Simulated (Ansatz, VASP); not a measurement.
**MgI2 in VASP and in Ansatz**

The input POSCAR:

```
MgI2
1.0
    0.0000000000      3.7929083596      3.7929083596
    3.7929083596      0.0000000000      3.7929083596
    3.7929083596      3.7929083596      0.0000000000
Mg I
1 2
Direct
    0.0000000000      0.0000000000      0.0000000000
    0.2500000000      0.2500000000      0.2500000000
    0.7500000000      0.7500000000      0.7500000000
```

Contents of INCAR.step1:

```
PREC     = Accurate       # precision mode
ENCUT    = 520            # plane-wave cutoff, eV
ISMEAR   = 0              # smearing method
SIGMA    = 0.01           # smearing width, eV
LREAL    = False          # projectors in reciprocal space
LASPH    = True           # aspherical terms in the spheres
NELM     = 60             # most SCF steps
NBANDS   = 15             # bands
GGA      = PE             # functional
ALGO     = Normal         # electronic algorithm
EDIFF    = 1E-4           # SCF threshold, eV
LWAVE    = True           # write WAVECAR
LCHARG   = False          # write CHGCAR
```

INCAR.step2

```
PREC     = Accurate       # precision mode
ENCUT    = 520            # plane-wave cutoff, eV
EDIFF    = 1E-7           # SCF threshold, eV
ISMEAR   = 0              # smearing method
SIGMA    = 0.01           # smearing width, eV
LREAL    = False          # projectors in reciprocal space
LASPH    = True           # aspherical terms in the spheres
NELM     = 60             # most SCF steps
ALGO     = Normal         # electronic algorithm
ISIF     = 2              # what is computed and relaxed
LWAVE    = False          # write WAVECAR
LCHARG   = True           # write CHGCAR
METAGGA  = R2SCAN         # meta-GGA
LMIXTAU  = True         
LELF     = True           # ELF
LVHAR    = True         
NBANDS   = 15             # bands
ISTART   = 1
```

File KPOINTS:

```
regular mesh
0
Gamma
  6 6 6
```

Input for Ansatz:

```yaml
crystal:
  lattice:
    - [0.0, 3.7929083596, 3.7929083596]
    - [3.7929083596, 0.0, 3.7929083596]
    - [3.7929083596, 3.7929083596, 0.0]
  atoms:
    - { symbol: Mg, position: [0.0, 0.0, 0.0] }
    - { symbol: I, position: [0.25, 0.25, 0.25] }
    - { symbol: I, position: [0.75, 0.75, 0.75] }
kpoints:
  mp_grid: { grid: [6, 6, 6] }
hamiltonian:
  xc: r2scan
scf:
  occupations: { method: fixed }
  n_extra_bands: 4
output:
  forces: true
  stress: true
  eigenvalues: true
```

Alike in both runs: task single point; functional r2SCAN; k mesh 6 × 6 × 6; no spin polarisation.

|  | VASP | Ansatz |
| --- | --- | --- |
| version | VASP 6.6.1 | Ansatz 0.2.0 |
| potentials or method | VASP PAW PBE potentials, release 64 (Mg, I) | plane waves, PAW |
| plane-wave cutoff (eV) | 520 | 500 |
| occupations | gaussian, width 0.01 eV | fixed |
| valence electrons in the cell | 16 | 44 |

Ansatz gave:

| Item | Value |
| --- | --- |
| gap on the k mesh at the Fermi level (eV) | 1.28 |
| pressure (GPa) | -0.9 |

Task: Which values does VASP return?

Result: gap on the k mesh at the Fermi level (eV): 1.23; pressure (GPa): -1.0.

VASP's potentials were made for PBE, not for r2SCAN. VASP's potentials hold 16 valence electrons a cell and Ansatz's 44, so a difference there can come from the potentials and not from the codes.

Neither program's run includes spin-orbit coupling.
